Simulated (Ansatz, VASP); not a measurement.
## One calculation of SnO, two programs

```
Sn O
1.0
     3.80200   -0.03802   -0.03802
    -0.03802    3.80200   -0.03802
    -0.04836   -0.04836    4.83600
Sn O
2 2
Direct
  0.00000 0.50000 0.23850
  0.50000 0.00000 0.76150
  0.00000 0.00000 0.00000
  0.50000 0.50000 0.00000
```

Change from the starting cell: equal xy, yz and zx shear strains of -2 %, crystal datasets.

Alike in both runs: task electric field gradients; functional PBEsol; k mesh 8 × 8 × 6; occupations fermi-dirac, width 0.01 eV; no spin polarisation.

|  | VASP | Ansatz |
| --- | --- | --- |
| version | VASP 6.6.1 | Ansatz 0.2.0 |
| potentials or method | VASP PAW PBE potentials, release 64 (Sn_d, O), cutoff 520 eV | all-electron PAW with datasets made for the crystal, scalar-relativistic |

VASP gave:

| Property | Result |
| --- | --- |
| pressure (GPa) | 0.3 |
| traceless stress, the component that is largest in VASP (GPa) | 1.68 |
| rms of the force components (eV/Å) | 0.106 |
| size of Vzz on the site where it differs most (V/Å²) | 163.7 |

Task: Estimate Ansatz's values.

Result: Pressure (GPa): 0.0; traceless stress, the component that is largest in VASP (GPa): 1.68; rms of the force components (eV/Å): 0.084; size of Vzz on the site where it differs most (V/Å²): 171.0.

VASP's potentials were made for PBE, not for PBEsol. Atom by atom the forces differ by 0.036 eV/Å (rms over components). Ansatz ran all-electron here, and VASP with PAW potentials.
